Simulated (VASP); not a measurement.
Write the native input for VASP 6.6.1 that does the following.

- Task: single point
- Functional: PBE
- Dispersion: D3(BJ)
- Potentials or basis: VASP PAW PBE potentials, release 64 (Al)
- Cutoff: 520 eV
- k mesh: 18 × 18 × 4
- Occupations: gaussian, width 0.15 eV
- Spin: no spin polarisation
- Dipole correction: no
- Further INCAR settings: ALGO = Fast; EDIFF = 1e-07; NBANDS = 14

The structure of Al lies in POSCAR:

```
Al
1.0
    2.8144222649      0.0000000000      0.0000000000
   -1.4072111325      2.4373611784      0.0000000000
    0.0000000000      0.0000000000      9.2410470711
Al
4
Direct
   -0.2156748145      0.0000000000      0.0000000000
    0.3333333333      0.6666666667      0.2500000000
    0.2156748145      0.0000000000      0.5000000000
    0.6666666667      0.3333333333      0.7500000000
```

This cell differs from its parent crystal: atoms displaced along a vibrational mode.

These files were run (other wordings do the same):

INCAR

```
SYSTEM = Al
PREC = Accurate
ENCUT = 520
EDIFF = 1E-7
ISMEAR = 0
SIGMA = 0.15
LREAL = .False.
LASPH = .True.
NELM = 80
ALGO = Fast
ISIF = 2
LWAVE = .False.
LCHARG = .False.
GGA = PE
IVDW = 12
NBANDS = 14
```

KPOINTS

```
Automatic mesh
0
Gamma
  18 18 4
  0 0 0
```

Potentials or basis: VASP PAW PBE potentials, release 64 (Al).

Command:

```console
$ cat potpaw_PBE.64/Al/POTCAR > POTCAR
$ mpirun -np 1 vasp_std > vasp.out
```

It gave:

```
Pressure                   : 3.0 GPa
Largest force              : 0.523 eV/Å
Band gap on the k mesh     : zero (bands 6 and 7 overlap by 5.49 eV)
Dispersion energy per atom : -0.351 eV
```

Caveat: the cell differs from its parent crystal (atoms displaced along a vibrational mode).

Run time: 4.3 min on 1 thread of Intel Xeon 8259CL, with other jobs on the host, peak memory 0.33 GiB.
